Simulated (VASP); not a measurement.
# Zn3SbSe4 (I-42m) in VASP: single point with r2SCAN

Aim: the single point of Zn3SbSe4 with r2SCAN.

Everything below comes from runs of VASP 6.6.1. Logs are shortened: lines on timing, memory, paths and dates and some standing lists are left out, and cuts for length are marked.

**1. The cell of the first run**

It takes space group I-42m (No. 121, tetragonal). Conventional cell: a = 5.713 Å, b = 5.713 Å, c = 11.384 Å, α = 90.00°, β = 90.00°, γ = 90.00°. Within 3.3 Å of Zn (site symmetry -42m) lie 4 Se at 2.46 Å. Zn (site symmetry -4) has 4 Se at 2.43 Å within 3.2 Å. Within 3.4 Å of Sb (site symmetry -42m) lie 4 Se at 2.56 Å. Se (site symmetry m) has 3 Zn at 2.43 to 2.46 Å and 1 Sb at 2.56 Å within 3.2 Å.

**2. Single point, r2SCAN**

Input file POSCAR:

```
Zn3SbSe4
1.0
    0.0000000000      5.7131810000      0.0000000000
    5.7131810000      0.0000000000      0.0000000000
    2.8565900000      2.8565900000     -5.6920880000
Zn Sb Se
3 1 4
Direct
    0.5000000000      0.5000000000      0.0000000000
    0.7500000000      0.2500000000      0.5000000000
    0.2500000000      0.7500000000      0.5000000000
    0.0000000000      0.0000000000      0.0000000000
    0.6108100000      0.6108100000      0.2625800000
    0.3891900000      0.8733900000      0.7374200000
    0.1266100000      0.1266100000      0.2625800000
    0.8733900000      0.3891900000      0.7374200000
```

Input file INCAR.step1:

```
SYSTEM = Zn3SbSe4
PREC = Accurate
ENCUT = 520
ISMEAR = 1
SIGMA = 0.0626
LREAL = .FALSE.
LASPH = .TRUE.
NELM = 60
NBANDS = 42
ISYM = 0
GGA = PE
ALGO = Normal
EDIFF = 1E-4
LWAVE = .TRUE.
LCHARG = .FALSE.
```

Input file INCAR.step2:

```
SYSTEM = Zn3SbSe4
PREC = Accurate
ENCUT = 520
EDIFF = 1E-6
ISMEAR = 1
SIGMA = 0.0626
LREAL = .FALSE.
LASPH = .TRUE.
NELM = 60
ALGO = Normal
ISIF = 2
LWAVE = .FALSE.
LCHARG = .TRUE.
METAGGA = R2SCAN
LMIXTAU = .TRUE.
LELF = .TRUE.
LVHAR = .TRUE.
NBANDS = 42
ISYM = 0
ISTART = 1
```

Input file KPOINTS:

```
Automatic mesh
0
Gamma
  4 4 4
  0.5 0.5 0.5
```

Potentials or basis: VASP PAW PBE potentials, release 64 (Zn, Sb, Se).

On the command line:

```console
$ cat potpaw_PBE.64/Zn/POTCAR potpaw_PBE.64/Sb/POTCAR potpaw_PBE.64/Se/POTCAR > POTCAR
$ cp INCAR.step1 INCAR
$ mpirun -np 1 vasp_std > vasp.out
$ cp INCAR.step2 INCAR
$ mpirun -np 1 vasp_std > vasp.out
```

OUTCAR:

```text
SYSTEM = Zn3SbSe4
   PREC = Accurate
   ENCUT = 520
   EDIFF = 1E-6
   ISMEAR = 1
   LREAL = .FALSE.
   LASPH = .TRUE.
   NELM = 60
   ISIF = 2
   METAGGA = R2SCAN
   ISYM = 0
   ISTART = 1

 ion  position               nearest neighbor table
   1  0.500  0.500  0.000-   5 2.46   6 2.46   8 2.46   7 2.46
   2  0.750  0.250  0.500-   8 2.43   5 2.43   7 2.43   6 2.43
   3  0.250  0.750  0.500-   6 2.43   5 2.43   7 2.43   8 2.43
   4  0.000  0.000  0.000-   7 2.56   6 2.56   8 2.56   5 2.56
   5  0.611  0.611  0.263-   2 2.43   3 2.43   1 2.46   4 2.56
   6  0.389  0.873  0.737-   3 2.43   2 2.43   1 2.46   4 2.56
   7  0.127  0.127  0.263-   2 2.43   3 2.43   1 2.46   4 2.56
   8  0.873  0.389  0.737-   2 2.43   3 2.43   1 2.46   4 2.56

IMPORTANT INFORMATION: All symmetrisations will be switched off!
NOSYMM: (Re-)initialisation of all symmetry stuff for point group C_1.

----------------------------------------------------------------------------------------

                                     Primitive cell

  volume of cell :     185.7922

  direct lattice vectors                    reciprocal lattice vectors
     0.000000000  5.713181000  0.000000000     0.000000000  0.175033838  0.087841213
     5.713181000  0.000000000  0.000000000     0.175033838  0.000000000  0.087841213
     2.856590000  2.856590000 -5.692088000     0.000000000  0.000000000 -0.175682456

  length of vectors
     5.713181000  5.713181000  6.979976981     0.195839024  0.195839024  0.175682456

  position of ions in fractional coordinates (direct lattice)
     0.500000000  0.500000000  0.000000000
     0.750000000  0.250000000  0.500000000
     0.250000000  0.750000000  0.500000000
     0.000000000  0.000000000  0.000000000
     0.610810000  0.610810000  0.262580000
     0.389190000  0.873390000  0.737420000
     0.126610000  0.126610000  0.262580000
     0.873390000  0.389190000  0.737420000

  ion indices of the primitive-cell ions
   primitive index   ion index
                 1           1
                 2           2
                 3           3
                 4           4
                 5           5
                 6           6
                 7           7
                 8           8

----------------------------------------------------------------------------------------

 KPOINTS: Automatic mesh

Automatic generation of k-mesh.
 Grid dimensions read from file:
 generate k-points for:    4    4    4

 Generating k-lattice:

  Cartesian coordinates                     Fractional coordinates (reciprocal lattice)
     0.000000000  0.043758460  0.021960303     0.250000000  0.000000000  0.000000000
     0.043758460  0.000000000  0.021960303     0.000000000  0.250000000  0.000000000
     0.000000000  0.000000000 -0.043920614     0.000000000  0.000000000  0.250000000

  Length of vectors
     0.048959756  0.048959756  0.043920614

  Shift w.r.t. Gamma in fractional coordinates (k-lattice)
     0.500000000  0.500000000  0.500000000

 Subroutine IBZKPT returns following result:
 ===========================================

 Found     64 irreducible k-points:

 Following reciprocal coordinates:
            Coordinates               Weight
  0.125000  0.125000  0.125000      2.000000
  0.125000 -0.125000  0.000000      2.000000
  0.375000  0.125000  0.125000      2.000000
  0.125000 -0.375000 -0.250000      2.000000
 -0.375000 -0.125000 -0.375000      2.000000
 -0.125000  0.375000  0.000000      2.000000
[... 16 lines left out ...]
  0.375000  0.375000  0.125000      2.000000
  0.375000 -0.375000 -0.250000      2.000000
 [... further k-points ...]
   k-points           NKPTS =     64   k-points in BZ     NKDIM =     64   number of bands    NBANDS=     42
   number of dos      NEDOS =    301   number of ions     NIONS =      8
   total plane-waves  NPLWV =  95256
   dimension x,y,z NGX =    42 NGY =   42 NGZ =   54
   dimension x,y,z NGXF=    84 NGYF=   84 NGZF=  108
   ions per type =               3   1   4
   NGX,Y,Z   is equivalent  to a cutoff of  12.22, 12.22, 12.86 a.u.
   NGXF,Y,Z  is equivalent  to a cutoff of  24.44, 24.44, 25.72 a.u.
 SYSTEM =  Zn3SbSe4
   PREC   = accura    normal or accurate (medium, high low for compatibility)
   ISTART =      1    job   : 0-new  1-cont  2-samecut
   ICHARG =      0    charge: 1-file 2-atom 10-const
   ISPIN  =      1    spin polarized calculation?
   LNONCOLLINEAR =      F non collinear calculations
   LSORBIT =      F    spin-orbit coupling
   LASPH  =      T    aspherical Exc in radial PAW
   ENCUT  =  520.0 eV  38.22 Ry    6.18 a.u.  10.62 10.62 12.98*2*pi/ulx,y,z
   NELM   =     60;   NELMIN=  2; NELMDL=  0     # of ELM steps
   EDIFF  = 0.1E-05   stopping-criterion for ELM
   LREAL  =      F    real-space projection
   EDIFFG = 0.1E-04   stopping-criterion for IOM
   NSW    =      0    number of steps for IOM
   IBRION =     -1    ionic relax: 0-MD 1-quasi-New 2-CG
   NFREE  =      0    steps in history (QN), initial steepest desc. (CG)
   ISIF   =      2    stress and relaxation
   ISYM   =      0    0-nonsym 1-usesym 2-fastsym
   POTIM  = 0.5000    time-step for ionic-motion
   TEBEG  =    0.0;   TEEND  =   0.0 temperature during run
   PSTRESS=    0.0 pullay stress
   NELECT =      65.0000    total number of electrons
   NUPDOWN=      -1.0000    fix difference up-down
   EMIN   =  10.00;   EMAX   =-10.00  energy-range for DOS
   EFERMI =   0.00;   METHOD = LEGACY
   ISMEAR =     1;   SIGMA  =   0.06  broadening in eV -4-tet -1-fermi 0-gaus
   EFERMI_NEDOS =   21; number of points for ismear=-14 and -15
   IALGO  =     38    algorithm
   IMIX   =      4    mixing-type and parameters
     AMIX     =   0.40;   BMIX     =  1.00
     AMIX_MAG =   1.60;   BMIX_MAG =  1.00
  volume/ion in A,a.u.               =      23.22       156.72
  Fermi-wavevector in a.u.,A,eV,Ry     =   1.153551  2.179895 18.104996  1.330680
  Thomas-Fermi vector in A             =   2.290194
   LORBIT       =      0    0 simple, 1 ext, 2 COOP (PROOUT), +10 PAW based schemes
   METAGGA = R2SCAN    functional components
   LHFCALC =     F    Hartree Fock is set to
   AEXX    =    0.0000 exact exchange contribution
   IVDW    =     0    specifies the selected vdW correction
   LEPSILON=     F    determine dielectric tensor
   LRPA    =     F    only Hartree local field effects (RPA)
 non-spin polarized calculation
 Methfessel and Paxton  Order N= 1 SIGMA  =   0.06
  energy-cutoff  :      520.00
  volume of cell :      185.79
 maximum number of plane-waves:      5021
 NGX is ok and might be reduce to    42
   NGX = 21   NGY = 21   NGZ = 25

 number of electron      64.9999949 magnetization

 Free energy of the ion-electron system (eV)
  ---------------------------------------------------
  ext. energy  EPLUGINS =         0.00000000
  ---------------------------------------------------
  free energy    TOTEN  =      -111.55970731 eV

  energy without entropy =     -111.55993662  energy(sigma->0) =     -111.55978375

 E-fermi :   5.1422     XC(G=0): -10.0244

 val. band max:        5.1221526276   @ k =  -0.3750   0.3750  -0.2500
 cond. band min:       5.1480488054   @ k =  -0.3750  -0.1250   0.2500
 fundamental gap:      0.0258961778
 Fermi energy:         5.1422008642

 k-point     1 :       0.1250    0.1250    0.1250
  band No.  band energies     occupation
      1     -11.8248      2.00000
      2     -10.5332      2.00000
      3     -10.5001      2.00000
      4     -10.4613      2.00000
      5      -6.2041      2.00000
      6      -4.2414      2.00000
[... 34 lines left out ...]
     41       8.3011      0.00000
     42       9.3217      0.00000

 k-point     2 :       0.1250   -0.1250    0.0000
  band No.  band energies     occupation
      1     -11.8248      2.00000
      2     -10.5332      2.00000
      3     -10.5001      2.00000
      4     -10.4613      2.00000
      5      -6.2041      2.00000
      6      -4.2415      2.00000
[... 34 lines left out ...]
     41       8.3011      0.00000
     42       9.3213      0.00000

 k-point     3 :       0.3750    0.1250    0.1250
  band No.  band energies     occupation
      1     -11.5253      2.00000
      2     -10.7961      2.00000
      3     -10.6168      2.00000
      4     -10.5068      2.00000
      5      -6.0836      2.00000
      6      -4.2260      2.00000
[... 34 lines left out ...]
     41       8.7569      0.00000
     42       9.2677      0.00000

 k-point     4 :       0.1250   -0.3750   -0.2500
  band No.  band energies     occupation
      1     -11.5253      2.00000
      2     -10.7960      2.00000
      3     -10.6168      2.00000
      4     -10.5068      2.00000
      5      -6.0836      2.00000
      6      -4.2262      2.00000
[... 844 lines left out ...]
     41       8.3549      0.00000
     42       9.5719      0.00000

 k-point    23 :       0.3750    0.3750    0.1250
  band No.  band energies     occupation
      1     -11.3006      2.00000
      2     -10.8191      2.00000
      3     -10.7047      2.00000
      4     -10.6427      2.00000
      5      -6.1187      2.00000
      6      -4.2193      2.00000
[... 34 lines left out ...]
     41       8.8003      0.00000
     42       9.6466      0.00000

 k-point    24 :       0.3750   -0.3750   -0.2500
  band No.  band energies     occupation
      1     -11.3006      2.00000
      2     -10.8191      2.00000
      3     -10.7047      2.00000
      4     -10.6427      2.00000
      5      -6.1187      2.00000
      6      -4.2194      2.00000
[... 34 lines left out ...]
     41       8.8002      0.00000
     42       9.6467      0.00000

 [... further k-points ...]
[... 5 lines left out ...]
  --------------------------------------------------------------------------------------
  -------------------------------------------------------------------------------------
  Total       10.9629538     10.9629543     11.4272219     -0.0133464     -0.0046273     -0.0046238
  in kB       94.5389106     94.5389150     98.5425215     -0.1150925     -0.0399032     -0.0398729
  external PRESSURE =      95.8734490 kB  Pullay stress =       0.0000000 kB

 VOLUME and BASIS-vectors are now :
 -----------------------------------------------------------------------------
  energy-cutoff  :      520.00
  volume of cell :      185.79
      direct lattice vectors                 reciprocal lattice vectors
     0.000000000  5.713181000  0.000000000     0.000000000  0.175033838  0.087841213
     5.713181000  0.000000000  0.000000000     0.175033838  0.000000000  0.087841213
     2.856590000  2.856590000 -5.692088000     0.000000000  0.000000000 -0.175682456

 POSITION                                       TOTAL-FORCE (eV/Angst)
 -----------------------------------------------------------------------------------
      2.85659      2.85659      0.00000         0.002283      0.002283     -0.000778
      2.85659      5.71318     -2.84604        -0.000082      0.000472     -0.000224
      5.71318      2.85659     -2.84604         0.000472     -0.000077     -0.000224
      0.00000      0.00000      0.00000        -0.000265     -0.000265      0.000521
      4.23975      4.23975     -1.49463        -1.383784     -1.383795     -0.998869
      7.09634      4.33002     -4.19746        -1.384001      1.382671      0.999279
      1.47343      1.47343     -1.49463         1.382699      1.382704     -0.998983
      4.33002      7.09634     -4.19746         1.382679     -1.383993      0.999278
 -----------------------------------------------------------------------------------
    total drift:                                0.002494      0.002494     -0.003831

  FREE ENERGIE OF THE ION-ELECTRON SYSTEM (eV)
  ---------------------------------------------------
  free  energy   TOTEN  =      -111.5597073116 eV

  energy  without entropy=     -111.5599366247  energy(sigma->0) =     -111.55978375
```

Run time: 20 min. Hardware: 1 thread of Intel Xeon 6975P-C (Granite Rapids), shared host; peak memory 0.63 GiB.

Results:

| Item | Value |
| --- | --- |
| Free energy | -111.5597 eV |
| Pressure | 9.6 GPa |
| Largest force | 2.197 eV/Å |
| Band gap on the k mesh | zero (an odd number of electrons rules out a gap without spin polarisation) |

Forces on the atoms (eV/Å):
```
Zn   0.002  0.002 -0.001
Zn   0.000  0.000  0.000
Zn   0.000  0.000  0.000
Sb   0.000  0.000  0.001
Se  -1.384 -1.384 -0.999
Se  -1.384  1.383  0.999
Se   1.383  1.383 -0.999
Se   1.383 -1.384  0.999
```

Stress tensor (GPa, compression positive):
```
 9.45 -0.01  0.00
-0.01  9.45  0.00
 0.00  0.00  9.85
```

Caveat: the cell stands under pressure; the PAW data sets were made with another functional, which shifts forces and pressure a little; spin-orbit coupling is left out, which moves the levels of the heavy elements; an odd number of electrons without spin polarisation forces a metal; a magnetic or distorted state may lie lower.

The gap in the log of VASP goes by the Fermi energy; the results here count the filled bands.